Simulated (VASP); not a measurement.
The system is Y.

```
Y
1.0
     3.29127    0.00000    0.00000
     0.00000    3.29127    0.00000
     0.00000    0.00000    3.29127
Y
1
Cartesian
  0.0000 0.0000 0.0000
```

This isn't the form of Y at room conditions, which is hcp.

| Quantity | Value |
| --- | --- |
| Program | VASP 6.6.1 |
| Task | relaxation of cell and atoms |
| Functional | PBEsol |
| Potentials or basis | VASP PAW PBE potentials, release 64 (Y_sv) |
| Cutoff | 600 eV |
| k mesh | 10 × 10 × 10 |
| Occupations | fermi-dirac, width 0.1 eV |
| Spin | no spin polarisation |

At the start: pressure -2.1 GPa; volume 35.65 Å³/atom.

Task: Where does the relaxation end?

Result: Over 3 steps the energy falls by 20.0 meV/atom and the volume is 32.81 Å³/atom (-8.0 %); space group Pm-3m (No. 221, to 0.1 Å) before and after.

The path:
```tsv
step	energy change (eV)	largest force (eV/Å)	pressure (GPa)	volume (Å³)
1	0.0000	0.0000	-2.07	35.65
2	-0.0191	0.0000	-0.46	33.32
3	-0.0200	0.0000	-0.04	32.81
```

Final structure:
```
Y
1.0
     3.20134    0.00000    0.00000
     0.00000    3.20134    0.00000
     0.00000    0.00000    3.20134
Y
1
Direct
  0.00000 0.00000 0.00000
```

Caveat: the PAW data sets were made with another functional, which shifts forces and pressure a little.
